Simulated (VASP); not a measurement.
Write the native input for VASP 6.6.1 that does the following.

```yaml
Task: single point
Functional: PBE
Potentials_or_basis: VASP PAW PBE potentials, release 64 (Al, As)
Cutoff: 500 eV
k_mesh: 7 × 7 × 7
Occupations: gaussian, width 0.02 eV
Spin: no spin polarisation
Dipole_correction: no
Further_INCAR_settings: ALGO = Normal; EDIFF = 1e-06; NBANDS = 11
```

The structure of AlAs lies in POSCAR:

```
AlAs
1.0
    0.0000000000      2.8304000000      2.8304000000
    2.8304000000      0.0000000000      2.8304000000
    2.8304000000      2.8304000000      0.0000000000
Al As
1 1
Direct
    0.0000000000      0.0000000000      0.0000000000
    0.2500000000      0.2500000000      0.2500000000
```

One way to write it, as run:

INCAR

```
  ALGO = Normal
  EDIFF = 1E-6
  ENCUT = 500
  GGA = PE
  GGA_COMPAT = False
  ISIF = 2
  ISMEAR = 0
  LASPH = True
  LCHARG = True
  LELF = True
  LREAL = False
  LVHAR = True
  LWAVE = False
  NBANDS = 11
  NELM = 120
  PREC = Accurate
  SIGMA = 0.02
```

KPOINTS

```
k-points
0
Gamma
  7 7 7
```

Potentials or basis: VASP PAW PBE potentials, release 64 (Al, As).

The run is started by

```bash
$ cat potpaw_PBE.64/Al/POTCAR potpaw_PBE.64/As/POTCAR > POTCAR
$ mpirun -np 1 vasp_std > vasp.out
```

It gave:

```yaml
Pressure: 2.8 GPa
Band_gap_on_the_k_mesh: 1.54 eV, indirect (least direct gap 2.06 eV)
```

Wall time 6.1 s on 1 thread of Intel(R) Xeon(R) 6975P-C (Granite Rapids), on a shared host, peak memory 0.16 GiB.
